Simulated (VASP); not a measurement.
Here is a VASP 6.6.1 calculation.

Contents of INCAR:

```
SYSTEM = Sc
PREC     = Accurate       ! precision mode
ENCUT    = 500            ! plane-wave cutoff, eV
EDIFF    = 1E-6           ! SCF threshold, eV
ISMEAR   = 0              ! smearing method
SIGMA    = 0.05           ! smearing width, eV
LREAL    = .FALSE.        ! projectors in reciprocal space
LASPH    = .TRUE.         ! aspherical terms in the spheres
NELM     = 120            ! most SCF steps
ALGO     = Normal         ! electronic algorithm
ISIF     = 2              ! what is computed and relaxed
LWAVE    = .FALSE.        ! write WAVECAR
LCHARG   = .FALSE.        ! write CHGCAR
GGA      = PE             ! functional
NBANDS   = 18             ! bands
GGA_COMPAT= .FALSE.
```

KPOINTS

```
regular mesh
0
G
  12 12 12
  0 0 0
```

POSCAR

```
Sc
1.0
    0.0000000000      3.2524847942      3.2524847942
    3.2524847942      0.0000000000      3.2524847942
    3.2524847942      3.2524847942      0.0000000000
Sc
2
Direct
    1.0000000000      1.0000000000      1.0000000000
    0.2500000000      0.2500000000      0.2500000000
```

Potentials or basis: VASP PAW PBE potentials, release 64 (Sc_sv).

Run with:

```console
$ cat potpaw_PBE.64/Sc_sv/POTCAR > POTCAR
$ mpirun -np 1 vasp_std > vasp.out
```

Task: Estimate the pressure.

Result: 0.0 GPa.

Task: Predict the band gap on the k mesh.

Result: Zero (bands 11 and 12 overlap by 0.67 eV).
